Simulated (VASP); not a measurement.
Runs of VASP 6.6.1 on InAs. The structure is that of space group Fm-3m (No. 225), or close to it. The cells are those of the table. 

```csv
task,level,potentials or basis,cell,cutoff (eV),gap on the mesh (eV),pressure (GPa),relaxed volume (Å³/atom)
single point,BLYP+D3(BJ),"VASP PAW PBE potentials, release 64 (In_d, As)","a = 4.033 Å, angles 60.0°, 2 atoms",520,none,0.2,-
relaxation of cell and atoms,BLYP+D3(BJ),"VASP PAW PBE potentials, release 64 (In_d, As)","relaxed from a = 4.069 Å, angles 60.0°, 2 atoms",600,none,0.0,(a)
relaxation of cell and atoms,LDA,"VASP PAW LDA potentials, release 64 (In_d, As)","relaxed from a = 4.069 Å, angles 60.0°, 2 atoms",600,none,0.1,22.06
relaxation of cell and atoms,PBEsol,"VASP PAW PBE potentials, release 64 (In_d, As)","relaxed from a = 4.069 Å, angles 60.0°, 2 atoms",600,none,0.0,22.68
single point,PBEsol,"VASP PAW PBE potentials, release 64 (In_d, As)","a = 4.000 Å, angles 60.0°, 2 atoms",520,none,0.2,-
```

Alike in all rows: no spin polarisation; k mesh 6 × 6 × 6; smearing fermi-dirac 0.1 eV.

Problem. Fill in the values left out.

Solution. (a) 23.28.

Caveats: spin-orbit coupling is left out, which moves the levels of the heavy elements; the PAW data sets were made with another functional, which shifts forces and pressure a little (some runs); pairwise dispersion overbinds metals, which lowers pressure and volume (some runs).

A k mesh can miss the band edges, and the runs leave out spin-orbit coupling on As, In.

A gap of «none» marks levels without a gap at the run's occupations.
